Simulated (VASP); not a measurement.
# SnSe2 (P-3m1) in VASP: a series of runs

Runs on SnSe2. Level: PBEsol. Tasks: single point, relaxation of the atoms.

Everything below comes from runs of VASP 6.6.1. Logs are shortened: lines on timing, memory, paths and dates and some standing lists are left out, and cuts for length are marked.

## 1. The cell of the first run

The structure is trigonal, space group P-3m1 (No. 164). Conventional cell: a = 3.817 Å, b = 3.817 Å, c = 6.167 Å, α = 90.00°, β = 90.00°, γ = 120.00°. Within 3.6 Å of Sn (site symmetry -3m) lie 6 Se at 2.72 Å. Within 3.9 Å of Se (site symmetry 3m) lie 3 Sn at 2.72 Å and 12 Se at 3.72 to 3.86 Å.

## 2. Single point, PBEsol

Input file INCAR:

```
PREC     = Accurate       # precision mode
ENCUT    = 520            # plane-wave cutoff, eV
EDIFF    = 1E-7           # SCF threshold, eV
ISMEAR   = 0              # smearing method
SIGMA    = 0.05           # smearing width, eV
LREAL    = F              # projectors in reciprocal space
LASPH    = T              # aspherical terms in the spheres
NELM     = 80             # most SCF steps
ALGO     = Normal         # electronic algorithm
ISIF     = 2              # what is computed and relaxed
LWAVE    = F              # write WAVECAR
LCHARG   = F              # write CHGCAR
GGA      = PS             # functional
NBANDS   = 20             # bands
```

Input file KPOINTS:

```
regular mesh
0
Gamma
  10 10 6
```

Input file POSCAR:

```
SnSe2
1.0
    3.8172006016      0.0000000000      0.0000000000
   -1.9086003008      3.3057926923      0.0000000000
    0.0000000000      0.0000000000      6.1667051912
Sn Se
1 2
Direct
    0.0000000000      0.0000000000      0.0000000000
    0.3333333333      0.6666666667      0.2573338118
    0.6666666667      0.3333333333      0.7426661882
```

Potentials or basis: VASP PAW PBE potentials, release 64 (Sn_d, Se).

Started as:

```bash
$ cat potpaw_PBE.64/Sn_d/POTCAR potpaw_PBE.64/Se/POTCAR > POTCAR
$ mpirun -np 1 vasp_std > vasp.out
```

OUTCAR:

```text
PREC = Accurate
   ENCUT = 520
   EDIFF = 1E-7
   ISMEAR = 0
   LREAL = F
   LASPH = T
   NELM = 80
   ISIF = 2
   GGA = PS

 ion  position               nearest neighbor table
   1  0.000  0.000  0.000-   2 2.72   3 2.72   2 2.72   3 2.72   3 2.72   2 2.72
   2  0.333  0.667  0.257-   1 2.72   1 2.72   1 2.72
   3  0.667  0.333  0.743-   1 2.72   1 2.72   1 2.72

  LATTYP: Found a hexagonal cell.
 ALAT       =     3.8172006016
 C/A-ratio  =     1.6155046158

  Lattice vectors:

 A1 = (   3.8172006016,   0.0000000000,   0.0000000000)
 A2 = (  -1.9086003008,   3.3057926923,   0.0000000000)
 A3 = (   0.0000000000,   0.0000000000,   6.1667051912)

Analysis of symmetry for initial positions (statically):
=====================================================================
 Subroutine PRICEL returns:
 Original cell was already a primitive cell.

 Routine SETGRP: Setting up the symmetry group for a
 hexagonal supercell.

 Subroutine GETGRP returns: Found 12 space group operations
 (whereof 12 operations were pure point group operations)
 out of a pool of 24 trial point group operations.

The static configuration has the point symmetry D_3d.

Analysis of symmetry for dynamics (positions and initial velocities):
=====================================================================
 Subroutine PRICEL returns:
 Original cell was already a primitive cell.

 Routine SETGRP: Setting up the symmetry group for a
 hexagonal supercell.

 Subroutine GETGRP returns: Found 12 space group operations
 (whereof 12 operations were pure point group operations)
 out of a pool of 24 trial point group operations.

The dynamic configuration has the point symmetry D_3d.

 Subroutine INISYM returns: Found 12 space group operations
 (whereof 12 operations are pure point group operations),
 and found     1 'primitive' translations

----------------------------------------------------------------------------------------

                                     Primitive cell

  volume of cell :      77.8169

  direct lattice vectors                    reciprocal lattice vectors
     3.817200602  0.000000000  0.000000000     0.261972085  0.151249654  0.000000000
    -1.908600301  3.305792692  0.000000000     0.000000000  0.302499307  0.000000000
     0.000000000  0.000000000  6.166705191     0.000000000  0.000000000  0.162161149

  length of vectors
     3.817200602  3.817200602  6.166705191     0.302499307  0.302499307  0.162161149

  position of ions in fractional coordinates (direct lattice)
     0.000000000  0.000000000  0.000000000
     0.333333333  0.666666667  0.257333812
     0.666666667  0.333333333  0.742666188

  ion indices of the primitive-cell ions
   primitive index   ion index
                 1           1
                 2           2
                 3           3

----------------------------------------------------------------------------------------

 KPOINTS: regular mesh

Automatic generation of k-mesh.
 Grid dimensions read from file:
 generate k-points for:   10   10    6

 Generating k-lattice:

  Cartesian coordinates                     Fractional coordinates (reciprocal lattice)
     0.026197208  0.015124965  0.000000000     0.100000000 -0.000000000  0.000000000
     0.000000000  0.030249931  0.000000000     0.000000000  0.100000000  0.000000000
     0.000000000  0.000000000  0.027026858     0.000000000  0.000000000  0.166666667

  Length of vectors
     0.030249931  0.030249931  0.027026858

  Shift w.r.t. Gamma in fractional coordinates (k-lattice)
     0.000000000  0.000000000  0.000000000

 Subroutine IBZKPT returns following result:
 ===========================================

 Found     72 irreducible k-points:

 Following reciprocal coordinates:
            Coordinates               Weight
  0.000000  0.000000  0.000000      1.000000
  0.100000 -0.000000  0.000000      6.000000
  0.200000 -0.000000  0.000000      6.000000
  0.300000  0.000000  0.000000      6.000000
  0.400000 -0.000000  0.000000      6.000000
  0.500000 -0.000000  0.000000      3.000000
[... 16 lines left out ...]
  0.000000  0.400000  0.166667      6.000000
  0.500000 -0.000000  0.166667      6.000000
 [... further k-points ...]
   k-points           NKPTS =     72   k-points in BZ     NKDIM =     72   number of bands    NBANDS=     20
   number of dos      NEDOS =    301   number of ions     NIONS =      3
   total plane-waves  NPLWV =  37632
   dimension x,y,z NGX =    28 NGY =   28 NGZ =   48
   dimension x,y,z NGXF=    56 NGYF=   56 NGZF=   96
   ions per type =               1   2
   NGX,Y,Z   is equivalent  to a cutoff of  12.19, 12.19, 12.94 a.u.
   NGXF,Y,Z  is equivalent  to a cutoff of  24.39, 24.39, 25.88 a.u.
 SYSTEM =  unknown system
   PREC   = accura    normal or accurate (medium, high low for compatibility)
   ISTART =      0    job   : 0-new  1-cont  2-samecut
   ICHARG =      2    charge: 1-file 2-atom 10-const
   ISPIN  =      1    spin polarized calculation?
   LNONCOLLINEAR =      F non collinear calculations
   LSORBIT =      F    spin-orbit coupling
   LASPH  =      T    aspherical Exc in radial PAW
   ENCUT  =  520.0 eV  38.22 Ry    6.18 a.u.   7.10  7.10 11.47*2*pi/ulx,y,z
   NELM   =     80;   NELMIN=  2; NELMDL= -5     # of ELM steps
   EDIFF  = 0.1E-06   stopping-criterion for ELM
   LREAL  =      F    real-space projection
   EDIFFG = 0.1E-05   stopping-criterion for IOM
   NSW    =      0    number of steps for IOM
   IBRION =     -1    ionic relax: 0-MD 1-quasi-New 2-CG
   NFREE  =      0    steps in history (QN), initial steepest desc. (CG)
   ISIF   =      2    stress and relaxation
   ISYM   =      2    0-nonsym 1-usesym 2-fastsym
   POTIM  = 0.5000    time-step for ionic-motion
   TEBEG  =    0.0;   TEEND  =   0.0 temperature during run
   PSTRESS=    0.0 pullay stress
   NELECT =      26.0000    total number of electrons
   NUPDOWN=      -1.0000    fix difference up-down
   EMIN   =  10.00;   EMAX   =-10.00  energy-range for DOS
   EFERMI =   0.00;   METHOD = LEGACY
   ISMEAR =     0;   SIGMA  =   0.05  broadening in eV -4-tet -1-fermi 0-gaus
   EFERMI_NEDOS =   21; number of points for ismear=-14 and -15
   IALGO  =     38    algorithm
   IMIX   =      4    mixing-type and parameters
     AMIX     =   0.40;   BMIX     =  1.00
     AMIX_MAG =   1.60;   BMIX_MAG =  1.00
  volume/ion in A,a.u.               =      25.94       175.04
  Fermi-wavevector in a.u.,A,eV,Ry     =   1.135990  2.146711 17.557969  1.290474
  Thomas-Fermi vector in A             =   2.272695
   LORBIT       =      0    0 simple, 1 ext, 2 COOP (PROOUT), +10 PAW based schemes
   GGA     = PS    functional components
   LHFCALC =     F    Hartree Fock is set to
   AEXX    =    0.0000 exact exchange contribution
   IVDW    =     0    specifies the selected vdW correction
   LEPSILON=     F    determine dielectric tensor
   LRPA    =     F    only Hartree local field effects (RPA)
 non-spin polarized calculation
 Gauss-broadening in eV      SIGMA  =   0.05
  energy-cutoff  :      520.00
  volume of cell :       77.82
 maximum number of plane-waves:      2112
   NGX = 15   NGY = 15   NGZ = 23

 number of electron      26.0000004 magnetization

 Free energy of the ion-electron system (eV)
  ---------------------------------------------------
  ext. energy  EPLUGINS =         0.00000000
  ---------------------------------------------------
  free energy    TOTEN  =       -12.98347337 eV

  energy without entropy =      -12.98347337  energy(sigma->0) =      -12.98347337

 E-fermi :   4.2907     XC(G=0):  -9.6432

 val. band max:        4.0153050955   @ k =   0.1000   0.1000   0.0000
 cond. band min:       4.5477320875   @ k =   0.5000  -0.0000   0.3333
 fundamental gap:      0.5324269920
 Fermi energy:         4.2907071210

 k-point     1 :       0.0000    0.0000    0.0000
  band No.  band energies     occupation
      1     -17.1501      2.00000
      2     -17.1501      2.00000
      3     -17.1124      2.00000
      4     -17.1000      2.00000
      5     -17.1000      2.00000
      6      -9.8499      2.00000
[... 12 lines left out ...]
     19      12.9560      0.00000
     20      12.9560      0.00000

 k-point     2 :       0.1000   -0.0000    0.0000
  band No.  band energies     occupation
      1     -17.1543      2.00000
      2     -17.1463      2.00000
      3     -17.1097      2.00000
      4     -17.1026      2.00000
      5     -17.0997      2.00000
      6      -9.7518      2.00000
[... 12 lines left out ...]
     19      12.2430      0.00000
     20      13.0603      0.00000

 k-point     3 :       0.2000   -0.0000    0.0000
  band No.  band energies     occupation
      1     -17.1665      2.00000
      2     -17.1377      2.00000
      3     -17.1103      2.00000
      4     -17.1001      2.00000
      5     -17.0976      2.00000
      6      -9.4674      2.00000
[... 12 lines left out ...]
     19      12.0029      0.00000
     20      13.3249      0.00000

 k-point     4 :       0.3000    0.0000    0.0000
  band No.  band energies     occupation
      1     -17.1832      2.00000
      2     -17.1307      2.00000
      3     -17.1171      2.00000
      4     -17.0912      2.00000
      5     -17.0895      2.00000
      6      -9.0329      2.00000
[... 12 lines left out ...]
     19      12.5558      0.00000
     20      13.6071      0.00000

 k-point     5 :       0.4000   -0.0000    0.0000
  band No.  band energies     occupation
      1     -17.1973      2.00000
      2     -17.1281      2.00000
      3     -17.1222      2.00000
      4     -17.0828      2.00000
      5     -17.0806      2.00000
      6      -8.5414      2.00000
[... 12 lines left out ...]
     19      13.4620      0.00000
     20      14.2559      0.00000
[... 353 lines left out ...]
      6      -8.9937      2.00000
[... 12 lines left out ...]
     19      12.2109      0.00000
     20      12.9022      0.00000

 k-point    22 :       0.4000   -0.0000    0.1667
  band No.  band energies     occupation
      1     -17.1973      2.00000
      2     -17.1281      2.00000
      3     -17.1222      2.00000
      4     -17.0828      2.00000
      5     -17.0806      2.00000
      6      -8.5088      2.00000
[... 12 lines left out ...]
     19      13.8193      0.00000
     20      14.8171      0.00000

 k-point    23 :       0.0000    0.4000    0.1667
  band No.  band energies     occupation
      1     -17.1973      2.00000
      2     -17.1281      2.00000
      3     -17.1222      2.00000
      4     -17.0828      2.00000
      5     -17.0806      2.00000
      6      -8.5108      2.00000
[... 12 lines left out ...]
     19      12.7120      0.00000
     20      14.1198      0.00000

 k-point    24 :       0.5000   -0.0000    0.1667
  band No.  band energies     occupation
      1     -17.2028      2.00000
      2     -17.1276      2.00000
      3     -17.1240      2.00000
      4     -17.0791      2.00000
      5     -17.0772      2.00000
      6      -8.2305      2.00000
[... 12 lines left out ...]
     19      13.4309      0.00000
     20      14.8801      0.00000

 [... further k-points ...]

------------------------ aborting loop because EDIFF is reached ----------------------------------------

  FORCE on cell =-STRESS in cart. coord.  units (eV):
  Direction    XX          YY          ZZ          XY          YZ          ZX
  --------------------------------------------------------------------------------------
  -------------------------------------------------------------------------------------
  Total        0.0478249      0.0478249      0.0375987      0.0000000      0.0000000      0.0000000
  in kB        0.9846699      0.9846699      0.7741233      0.0000000      0.0000000      0.0000000
  external PRESSURE =       0.9144877 kB  Pullay stress =       0.0000000 kB

 VOLUME and BASIS-vectors are now :
 -----------------------------------------------------------------------------
  energy-cutoff  :      520.00
  volume of cell :       77.82
      direct lattice vectors                 reciprocal lattice vectors
     3.817200602  0.000000000  0.000000000     0.261972085  0.151249654  0.000000000
    -1.908600301  3.305792692  0.000000000     0.000000000  0.302499307  0.000000000
     0.000000000  0.000000000  6.166705191     0.000000000  0.000000000  0.162161149

 POSITION                                       TOTAL-FORCE (eV/Angst)
 -----------------------------------------------------------------------------------
      0.00000      0.00000      0.00000        -0.000000      0.000000      0.000000
     -0.00000      2.20386      1.58690         0.000000     -0.000000      0.018728
      1.90860      1.10193      4.57980        -0.000000      0.000000     -0.018728
 -----------------------------------------------------------------------------------
    total drift:                               -0.000000     -0.000000      0.000000

  FREE ENERGIE OF THE ION-ELECTRON SYSTEM (eV)
  ---------------------------------------------------
  free  energy   TOTEN  =       -12.9834733682 eV

  energy  without entropy=      -12.9834733682  energy(sigma->0) =      -12.98347337
```

Run time: 60 s. Hardware: 1 thread of AMD EPYC 9R45 (Zen 5), shared host; peak memory 0.22 GiB.

What came out:

```yaml
Free_energy: -12.9835 eV
Pressure: 0.1 GPa
Largest_force: 0.019 eV/Å
Band_gap_on_the_k_mesh: 0.53 eV (least direct gap 1.00 eV)
```

Forces in eV/Å, atoms in the order of the input:
```
Sn   0.000  0.000  0.000
Se   0.000  0.000  0.019
Se   0.000  0.000 -0.019
```

Caveat: the PAW data sets were made with another functional, which shifts forces and pressure a little; spin-orbit coupling is left out, which moves the levels of the heavy elements; this functional lacks dispersion, which binds the layers, so the pressure and a relaxed spacing across them are unreliable. A k mesh can miss the band edges.

## 3. Relaxation of the atoms, PBEsol

Input file INCAR:

```
SYSTEM = SnSe2
  PREC = Accurate
  ENCUT = 520
  EDIFF = 1E-6
  ISMEAR = 0
  SIGMA = 0.05
  LREAL = .FALSE.
  LASPH = .TRUE.
  NELM = 80
  ALGO = Normal
  ISIF = 2
  LWAVE = .FALSE.
  LCHARG = .FALSE.
  GGA = PS
  IBRION = 2
  NSW = 60
  EDIFFG = -0.001
```

Input file KPOINTS:

```
regular mesh
0
G
  10 10 6
  0 0 0
```

POSCAR is that of step 2.

Potentials or basis: VASP PAW PBE potentials, release 64 (Sn_d, Se).

Started as:

```bash
$ cat potpaw_PBE.64/Sn_d/POTCAR potpaw_PBE.64/Se/POTCAR > POTCAR
$ mpirun -np 1 vasp_std > vasp.out
```

Wall time 3 min (1 thread of Oxide Virtual Turin-like, shared host); peak memory 0.22 GiB.

It converged, with:

- Free energy: -12.9835 eV
- Energy gained by relaxing: 0.0 meV/atom
- Ionic steps: 3
- Pressure after relaxing: 0.0 GPa
- Band gap on the k mesh: 0.53 eV (least direct gap 1.00 eV)

Stress tensor (GPa, compression positive):
```
 0.04  0.00  0.00
 0.00  0.04  0.00
 0.00  0.00 -0.06
```

Final structure:
```
Sn Se
1.0
     3.81720    0.00000    0.00000
    -1.90860    3.30579    0.00000
     0.00000    0.00000    6.16671
Sn Se
1 2
Direct
  0.00000 0.00000 0.00000
  0.33333 0.66667 0.25767
  0.66667 0.33333 0.74233
```

Levels at points of the mesh, in eV from the valence-band top:
| k point | band 11 | band 12 | band 13 | band 14 | band 15 | band 16 |
| --- | --- | --- | --- | --- | --- | --- |
| (0.00, 0.00, 0.00) | -0.33 | -0.33 | -0.14 | 0.87 | 2.97 | 4.58 |
| (0.50, 0.00, 0.00) | -2.52 | -1.44 | -0.28 | 1.11 | 3.58 | 5.13 |
| (0.00, 0.00, 0.50) | -0.70 | -0.14 | -0.14 | 2.44 | 2.86 | 4.29 |
| (0.50, 0.00, 0.50) | -2.05 | -0.93 | -0.75 | 0.62 | 3.96 | 4.57 |

Caveat: the PAW data sets were made with another functional, which shifts forces and pressure a little; spin-orbit coupling is left out, which moves the levels of the heavy elements; this functional lacks dispersion, which binds the layers, so the pressure and a relaxed spacing across them are unreliable.
